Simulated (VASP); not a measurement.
Wanted: the native input for a VASP 6.6.1 run.

```yaml
Task: single point
Functional: LDA
Potentials_or_basis: VASP PAW LDA potentials, release 64 (Al, N)
Cutoff: 600 eV
k_mesh: 6 × 4 × 4
Occupations: gaussian, width 0.1 eV
Spin: no spin polarisation
Dipole_correction: no
Further_INCAR_settings: ALGO = Normal; EDIFF = 1e-06; NBANDS = 26
```

The structure of AlN lies in POSCAR:

```
AlN
1.0
    3.0725901392      0.0000000000      0.0000000000
    0.0000000000      4.9794857685      0.0000000000
    0.0000000000      0.0000000000      5.3433337146
Al N
4 4
Direct
    0.0000000000      0.0019998331      0.3333333333
    0.5000000000      0.0019998331      0.8333333333
    0.5000000000      0.5019998331      0.1666666667
    0.0000000000      0.5019998331      0.6666666667
    0.0000000000      0.6200001669      0.3333333333
    0.5000000000      0.6200001669      0.8333333333
    0.5000000000      0.1200001669      0.1666666667
    0.0000000000      0.1200001669      0.6666666667
```

One way to write it, as run:

INCAR

```
ALGO = Normal ; EDIFF = 1E-6
ENCUT = 600 ; GGA = CA
GGA_COMPAT = False ; ISIF = 2
ISMEAR = 0 ; LASPH = True
LCHARG = False ; LREAL = False
LWAVE = False ; NBANDS = 26
NELM = 120 ; PREC = Accurate
SIGMA = 0.1
```

KPOINTS

```
k-points
0
Gamma
  6 4 4
```

Potentials or basis: VASP PAW LDA potentials, release 64 (Al, N).

The run is started by

```console
$ cat potpaw_LDA.64/Al/POTCAR potpaw_LDA.64/N/POTCAR > POTCAR
$ mpirun -np 1 vasp_std > vasp.out
```

It gave:

- Pressure: 0.5 GPa
- Largest force: 0.137 eV/Å
- Band gap on the k mesh: 4.44 eV

It took 45 s on 1 thread of AMD EPYC 9R45 96-Core Processor (Zen 5) (shared host), peak memory 0.19 GiB.
